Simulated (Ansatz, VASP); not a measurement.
One calculation of H, two programs

File INCAR:

```
  PREC = Accurate
  ENCUT = 520
  EDIFF = 1E-6
  ISMEAR = -1
  SIGMA = 0.01
  LREAL = False
  LASPH = True
  NELM = 150
  ALGO = Normal
  ISIF = 2
  LWAVE = False
  LCHARG = True
  ISPIN = 2
  MAGMOM = 1
  LORBIT = 11
  GGA = PE
  LELF = True
  LVHAR = True
  NBANDS = 10
  ISYM = 0
```

KPOINTS

```
Automatic mesh
0
Gamma
  1 1 1
```

POSCAR

```
H
1.0
   14.0000000000      0.0000000000      0.0000000000
    0.0000000000     14.4000000000      0.0000000000
    0.0000000000      0.0000000000     14.8000000000
H
1
Direct
    0.5000000000      0.5000000000      0.5000000000
```

Input for Ansatz:

```yaml
crystal:
  lattice:
    - [14.0, 0.0, 0.0]
    - [0.0, 14.4, 0.0]
    - [0.0, 0.0, 14.8]
  atoms:
    - { symbol: H, position: [0.5, 0.5, 0.5], spin: 1.0 }
  symmetry: { detect: false, time_reversal: true }
hamiltonian:
  xc: pbe
  pseudopotentials:
    kind: paw
    azcp:
      H: "pseudopotentials/H.paw.azcp"
basis:
  ecutwfc: 420
  fft_grid_basis: typed
kpoints:
  mp_grid: { grid: [1, 1, 1], shift: [0, 0, 0] }
magnetization:
  spin_polarized: true
scf:
  occupations: { method: fermi_dirac, width: 0.01 }
```

Alike in both runs: task single point; functional PBE; k mesh 1 × 1 × 1; occupations fermi-dirac, width 0.01 eV; collinear spin.

|  | VASP | Ansatz |
| --- | --- | --- |
| version | VASP 6.6.1 | Ansatz 0.2.0 |
| potentials or method | VASP PAW PBE potentials, release 64 (H), cutoff 520 eV | plane waves (420 eV) with PAW, scalar-relativistic |
| valence electrons in the cell | 1 | 1 |

```csv
,VASP,Ansatz,Ansatz less VASP
gap on the k mesh at the Fermi level (eV),7.46,7.46,-0.004
net moment per atom (μB),1.00,1.00,0.000
size of the moment on the site where the two differ most (μB),0.38,1.00,+0.620
```

Site moments also hang on the region over which each program counts them. Ansatz's warnings: nearly empty spin channel levels not settled, published levels not confirmed, stability check not made.
